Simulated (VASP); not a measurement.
# In2B (Fd-3m) in VASP: a series of runs

The runs below take In2B through single point, relaxation of cell and atoms, with r2SCAN.

Program: VASP 6.6.1. These are calculated values, not measurements. Logs are shortened: lines on timing, memory, paths and dates and some standing lists are left out, and cuts for length are marked.

### 1 The cell of the first run

It takes space group Fd-3m (No. 227, cubic). The conventional cell has a = 8.265 Å, b = 8.265 Å, c = 8.265 Å, α = 90.00°, β = 90.00°, γ = 90.00°. In (site symmetry -3m) has 6 In at 2.92 Å and 6 B at 3.43 Å within 3.8 Å. B (site symmetry -43m) has 12 In at 3.43 Å and 4 B at 3.58 Å within 4.5 Å.

### 2 Single point, r2SCAN

Contents of POSCAR:

```
In2B
1.0
    0.0000000000      4.1324205840      4.1324205840
    4.1324205840      0.0000000000      4.1324205840
    4.1324205840      4.1324205840      0.0000000000
In B
4 2
Direct
    0.6250000000      0.6250000000      0.6250000000
    0.1250000000      0.6250000000      0.6250000000
    0.6250000000      0.6250000000      0.1250000000
    0.6250000000      0.1250000000      0.6250000000
    0.0000000000      0.0000000000      0.0000000000
    0.2500000000      0.2500000000      0.2500000000
```

Contents of INCAR.step1:

```
SYSTEM = In2B
ALGO = Normal
EDIFF = 1E-4
ENCUT = 520
GGA = PE
ISMEAR = 0
LASPH = .True.
LCHARG = .False.
LREAL = .False.
LWAVE = .True.
NBANDS = 38
NELM = 60
PREC = Accurate
SIGMA = 0.1
```

Contents of INCAR.step2:

```
SYSTEM = In2B
ALGO = Normal
EDIFF = 1E-6
ENCUT = 520
ISIF = 2
ISMEAR = 0
ISTART = 1
LASPH = .True.
LCHARG = .True.
LELF = .True.
LMIXTAU = .True.
LREAL = .False.
LVHAR = .True.
LWAVE = .False.
METAGGA = R2SCAN
NBANDS = 38
NELM = 60
PREC = Accurate
SIGMA = 0.1
```

Contents of KPOINTS:

```
k-points
0
Gamma
  4 4 4
  0 0 0
```

Potentials or basis: VASP PAW PBE potentials, release 64 (In_d, B).

Command:

```bash
$ cat potpaw_PBE.64/In_d/POTCAR potpaw_PBE.64/B/POTCAR > POTCAR
$ cp INCAR.step1 INCAR
$ mpirun -np 1 vasp_std > vasp.out
$ cp INCAR.step2 INCAR
$ mpirun -np 1 vasp_std > vasp.out
```

OUTCAR:

```text
SYSTEM = In2B
   EDIFF = 1E-6
   ENCUT = 520
   ISIF = 2
   ISMEAR = 0
   ISTART = 1
   LASPH = .True.
   LREAL = .False.
   METAGGA = R2SCAN
   NELM = 60
   PREC = Accurate

 ion  position               nearest neighbor table
   1  0.625  0.625  0.625-   2 2.92   3 2.92   4 2.92   3 2.92   4 2.92   2 2.92
   2  0.125  0.625  0.625-   1 2.92   3 2.92   4 2.92   1 2.92   3 2.92   4 2.92
   3  0.625  0.625  0.125-   1 2.92   1 2.92   2 2.92   4 2.92   4 2.92   2 2.92
   4  0.625  0.125  0.625-   1 2.92   3 2.92   1 2.92   2 2.92   3 2.92   2 2.92
   5  0.000  0.000  0.000-
   6  0.250  0.250  0.250-

  LATTYP: Found a face centered cubic cell.
 ALAT       =     8.2648411680

  Lattice vectors:

 A1 = (   0.0000000000,   4.1324205840,   4.1324205840)
 A2 = (   4.1324205840,   0.0000000000,   4.1324205840)
 A3 = (   4.1324205840,   4.1324205840,   0.0000000000)

Analysis of symmetry for initial positions (statically):
=====================================================================
 Subroutine PRICEL returns:
 Original cell was already a primitive cell.

 Routine SETGRP: Setting up the symmetry group for a
 face centered cubic supercell.

 Subroutine GETGRP returns: Found 48 space group operations
 (whereof 24 operations were pure point group operations)
 out of a pool of 48 trial point group operations.

The static configuration has the point symmetry T_d .
 The point group associated with its full space group is O_h .

Analysis of symmetry for dynamics (positions and initial velocities):
=====================================================================
 Subroutine PRICEL returns:
 Original cell was already a primitive cell.

 Routine SETGRP: Setting up the symmetry group for a
 face centered cubic supercell.

 Subroutine GETGRP returns: Found 48 space group operations
 (whereof 24 operations were pure point group operations)
 out of a pool of 48 trial point group operations.

The dynamic configuration has the point symmetry T_d .
 The point group associated with its full space group is O_h .

 Subroutine INISYM returns: Found 48 space group operations
 (whereof 24 operations are pure point group operations),
 and found     1 'primitive' translations

----------------------------------------------------------------------------------------

                                     Primitive cell

  volume of cell :     141.1379

  direct lattice vectors                    reciprocal lattice vectors
     0.000000000  4.132420584  4.132420584    -0.120994461  0.120994461  0.120994461
     4.132420584  0.000000000  4.132420584     0.120994461 -0.120994461  0.120994461
     4.132420584  4.132420584  0.000000000     0.120994461  0.120994461 -0.120994461

  length of vectors
     5.844125235  5.844125235  5.844125235     0.209568553  0.209568553  0.209568553

  position of ions in fractional coordinates (direct lattice)
     0.625000000  0.625000000  0.625000000
     0.125000000  0.625000000  0.625000000
     0.625000000  0.625000000  0.125000000
     0.625000000  0.125000000  0.625000000
     0.000000000  0.000000000  0.000000000
     0.250000000  0.250000000  0.250000000

  ion indices of the primitive-cell ions
   primitive index   ion index
                 1           1
                 2           2
                 3           3
                 4           4
                 5           5
                 6           6

----------------------------------------------------------------------------------------

 KPOINTS: k-points

Automatic generation of k-mesh.
 Grid dimensions read from file:
 generate k-points for:    4    4    4

 Generating k-lattice:

  Cartesian coordinates                     Fractional coordinates (reciprocal lattice)
    -0.030248615  0.030248615  0.030248615     0.250000000  0.000000000  0.000000000
     0.030248615 -0.030248615  0.030248615     0.000000000  0.250000000  0.000000000
     0.030248615  0.030248615 -0.030248615     0.000000000  0.000000000  0.250000000

  Length of vectors
     0.052392138  0.052392138  0.052392138

  Shift w.r.t. Gamma in fractional coordinates (k-lattice)
     0.000000000  0.000000000  0.000000000

 Subroutine IBZKPT returns following result:
 ===========================================

 Found      8 irreducible k-points:

 Following reciprocal coordinates:
            Coordinates               Weight
  0.000000  0.000000  0.000000      1.000000
  0.250000  0.000000  0.000000      8.000000
  0.500000  0.000000  0.000000      4.000000
  0.250000  0.250000  0.000000      6.000000
  0.500000  0.250000  0.000000     24.000000
 -0.250000  0.250000  0.000000     12.000000
  0.500000  0.500000  0.000000      3.000000
 -0.250000  0.500000  0.250000      6.000000
   k-points           NKPTS =      8   k-points in BZ     NKDIM =      8   number of bands    NBANDS=     38
   number of dos      NEDOS =    301   number of ions     NIONS =      6
   total plane-waves  NPLWV = 110592
   dimension x,y,z NGX =    48 NGY =   48 NGZ =   48
   dimension x,y,z NGXF=    96 NGYF=   96 NGZF=   96
   ions per type =               4   2
   NGX,Y,Z   is equivalent  to a cutoff of  13.65, 13.65, 13.65 a.u.
   NGXF,Y,Z  is equivalent  to a cutoff of  27.31, 27.31, 27.31 a.u.
 SYSTEM =  In2B
   PREC   = accura    normal or accurate (medium, high low for compatibility)
   ISTART =      1    job   : 0-new  1-cont  2-samecut
   ICHARG =      0    charge: 1-file 2-atom 10-const
   ISPIN  =      1    spin polarized calculation?
   LNONCOLLINEAR =      F non collinear calculations
   LSORBIT =      F    spin-orbit coupling
   LASPH  =      T    aspherical Exc in radial PAW
   ENCUT  =  520.0 eV  38.22 Ry    6.18 a.u.  10.87 10.87 10.87*2*pi/ulx,y,z
   NELM   =     60;   NELMIN=  2; NELMDL=  0     # of ELM steps
   EDIFF  = 0.1E-05   stopping-criterion for ELM
   LREAL  =      F    real-space projection
   EDIFFG = 0.1E-04   stopping-criterion for IOM
   NSW    =      0    number of steps for IOM
   IBRION =     -1    ionic relax: 0-MD 1-quasi-New 2-CG
   NFREE  =      0    steps in history (QN), initial steepest desc. (CG)
   ISIF   =      2    stress and relaxation
   ISYM   =      2    0-nonsym 1-usesym 2-fastsym
   POTIM  = 0.5000    time-step for ionic-motion
   TEBEG  =    0.0;   TEEND  =   0.0 temperature during run
   PSTRESS=    0.0 pullay stress
   NELECT =      58.0000    total number of electrons
   NUPDOWN=      -1.0000    fix difference up-down
   EMIN   =  10.00;   EMAX   =-10.00  energy-range for DOS
   EFERMI =   0.00;   METHOD = LEGACY
   ISMEAR =     0;   SIGMA  =   0.10  broadening in eV -4-tet -1-fermi 0-gaus
   EFERMI_NEDOS =   21; number of points for ismear=-14 and -15
   IALGO  =     38    algorithm
   IMIX   =      4    mixing-type and parameters
     AMIX     =   0.40;   BMIX     =  1.00
     AMIX_MAG =   1.60;   BMIX_MAG =  1.00
  volume/ion in A,a.u.               =      23.52       158.74
  Fermi-wavevector in a.u.,A,eV,Ry     =   1.217128  2.300039 20.155684  1.481401
  Thomas-Fermi vector in A             =   2.352459
   LORBIT       =      0    0 simple, 1 ext, 2 COOP (PROOUT), +10 PAW based schemes
   METAGGA = R2SCAN    functional components
   LHFCALC =     F    Hartree Fock is set to
   AEXX    =    0.0000 exact exchange contribution
   IVDW    =     0    specifies the selected vdW correction
   LEPSILON=     F    determine dielectric tensor
   LRPA    =     F    only Hartree local field effects (RPA)
 non-spin polarized calculation
 Gauss-broadening in eV      SIGMA  =   0.10
  energy-cutoff  :      520.00
  volume of cell :      141.14
 maximum number of plane-waves:      3839
 NGX is ok and might be reduce to    48
   NGX = 21   NGY = 21   NGZ = 21

 number of electron      57.9999988 magnetization

 Free energy of the ion-electron system (eV)
  ---------------------------------------------------
  ext. energy  EPLUGINS =         0.00000000
  ---------------------------------------------------
  free energy    TOTEN  =       -95.52342750 eV

  energy without entropy =      -95.51655786  energy(sigma->0) =      -95.51999268

 E-fermi :   5.5169     XC(G=0): -10.4517

 val. band max:        5.4978059807   @ k =   0.5000   0.5000   0.0000
 cond. band min:       5.6251456579   @ k =   0.2500   0.2500   0.0000
 fundamental gap:      0.1273396773
 Fermi energy:         5.5168858897

 k-point     1 :       0.0000    0.0000    0.0000
  band No.  band energies     occupation
      1     -10.5878      2.00000
      2     -10.2171      2.00000
      3     -10.2171      2.00000
      4     -10.2171      2.00000
      5     -10.1480      2.00000
      6     -10.1480      2.00000
[... 30 lines left out ...]
     37       9.3381      0.00000
     38       9.3381      0.00000

 k-point     2 :       0.2500    0.0000    0.0000
  band No.  band energies     occupation
      1     -10.4851      2.00000
      2     -10.1787      2.00000
      3     -10.1717      2.00000
      4     -10.1717      2.00000
      5     -10.0488      2.00000
      6     -10.0488      2.00000
[... 30 lines left out ...]
     37       9.0582      0.00000
     38       9.0582      0.00000

 k-point     3 :       0.5000    0.0000    0.0000
  band No.  band energies     occupation
      1     -10.3847      2.00000
      2     -10.1540      2.00000
      3     -10.1540      2.00000
      4     -10.0492      2.00000
      5      -9.7715      2.00000
      6      -9.7605      2.00000
[... 30 lines left out ...]
     37      10.3960      0.00000
     38      10.7215      0.00000

 k-point     4 :       0.2500    0.2500    0.0000
  band No.  band energies     occupation
      1     -10.4373      2.00000
      2     -10.1943      2.00000
      3     -10.1232      2.00000
      4     -10.0962      2.00000
      5     -10.0962      2.00000
      6     -10.0130      2.00000
[... 30 lines left out ...]
     37       8.8983      0.00000
     38       9.6257      0.00000

 k-point     5 :       0.5000    0.2500    0.0000
  band No.  band energies     occupation
      1     -10.2895      2.00000
      2     -10.1256      2.00000
      3     -10.1052      2.00000
      4     -10.0393      2.00000
      5      -9.9040      2.00000
      6      -9.8051      2.00000
[... 30 lines left out ...]
     37       9.5923      0.00000
     38      10.8512      0.00000

 k-point     6 :      -0.2500    0.2500    0.0000
  band No.  band energies     occupation
      1     -10.3471      2.00000
      2     -10.1433      2.00000
      3     -10.1315      2.00000
      4     -10.0471      2.00000
      5     -10.0055      2.00000
      6      -9.8398      2.00000
[... 30 lines left out ...]
     37      10.2462      0.00000
     38      10.2800      0.00000

 k-point     7 :       0.5000    0.5000    0.0000
  band No.  band energies     occupation
      1     -10.1994      2.00000
      2     -10.1994      2.00000
      3      -9.9502      2.00000
      4      -9.9502      2.00000
      5      -9.9006      2.00000
      6      -9.9006      2.00000
[... 30 lines left out ...]
     37       9.4467      0.00000
     38       9.4467      0.00000

 k-point     8 :      -0.2500    0.5000    0.2500
  band No.  band energies     occupation
      1     -10.1113      2.00000
      2     -10.1113      2.00000
      3     -10.0946      2.00000
      4     -10.0946      2.00000
      5      -9.8319      2.00000
      6      -9.8319      2.00000
[... 30 lines left out ...]
     37      10.4399      0.00000
     38      10.4399      0.00000

------------------------ aborting loop because EDIFF is reached ----------------------------------------

  FORCE on cell =-STRESS in cart. coord.  units (eV):
  Direction    XX          YY          ZZ          XY          YZ          ZX
  --------------------------------------------------------------------------------------
  -------------------------------------------------------------------------------------
  Total        0.3565719      0.3565719      0.3565719      0.0000000     -0.0000000      0.0000000
  in kB        4.0477547      4.0477547      4.0477547      0.0000000     -0.0000000      0.0000000
  external PRESSURE =       4.0477547 kB  Pullay stress =       0.0000000 kB

 VOLUME and BASIS-vectors are now :
 -----------------------------------------------------------------------------
  energy-cutoff  :      520.00
  volume of cell :      141.14
      direct lattice vectors                 reciprocal lattice vectors
     0.000000000  4.132420584  4.132420584    -0.120994461  0.120994461  0.120994461
     4.132420584  0.000000000  4.132420584     0.120994461 -0.120994461  0.120994461
     4.132420584  4.132420584  0.000000000     0.120994461  0.120994461 -0.120994461

 POSITION                                       TOTAL-FORCE (eV/Angst)
 -----------------------------------------------------------------------------------
      5.16553      5.16553      5.16553        -0.000000      0.000000      0.000000
      5.16553      3.09932      3.09932        -0.000000      0.000000      0.000000
      3.09932      3.09932      5.16553        -0.000000      0.000000      0.000000
      3.09932      5.16553      3.09932        -0.000000      0.000000      0.000000
      0.00000      0.00000      0.00000         0.000000      0.000000     -0.000000
      2.06621      2.06621      2.06621        -0.000000     -0.000000     -0.000000
 -----------------------------------------------------------------------------------
    total drift:                                0.000000      0.000000      0.000000

  FREE ENERGIE OF THE ION-ELECTRON SYSTEM (eV)
  ---------------------------------------------------
  free  energy   TOTEN  =       -95.5234274954 eV

  energy  without entropy=      -95.5165578586  energy(sigma->0) =      -95.51999268
```

Run time: 8 min. Hardware: 1 thread of Oxide Virtual Turin-like, shared host; peak memory 0.33 GiB.

Results:

| Property | Result |
| --- | --- |
| Free energy | -95.5234 eV |
| Pressure | 0.4 GPa |
| Band gap on the k mesh | zero (bands 29 and 30 overlap by 3.60 eV) |

Levels at points of the mesh, in eV from the Fermi level:
| k point | band 26 | band 27 | band 28 | band 29 | band 30 | band 31 | band 32 | band 33 |
| --- | --- | --- | --- | --- | --- | --- | --- | --- |
| (0.00, 0.00, 0.00) | -2.15 | -2.15 | -2.01 | -2.01 | -2.01 | 0.24 | 0.24 | 0.24 |
| (0.50, 0.00, 0.00) | -3.03 | -2.07 | -2.07 | -1.10 | 0.87 | 1.44 | 1.44 | 2.28 |
| (0.50, 0.50, 0.00) | -4.44 | -0.02 | -0.02 | 1.42 | 1.42 | 1.70 | 1.70 | 2.29 |

Caveat: the PAW data sets were made with another functional, which shifts forces and pressure a little; spin-orbit coupling is left out, which moves the levels of the heavy elements.

(Continued in part 2 of 2.)

The gap in the log of VASP goes by the Fermi energy; the results here count the filled bands.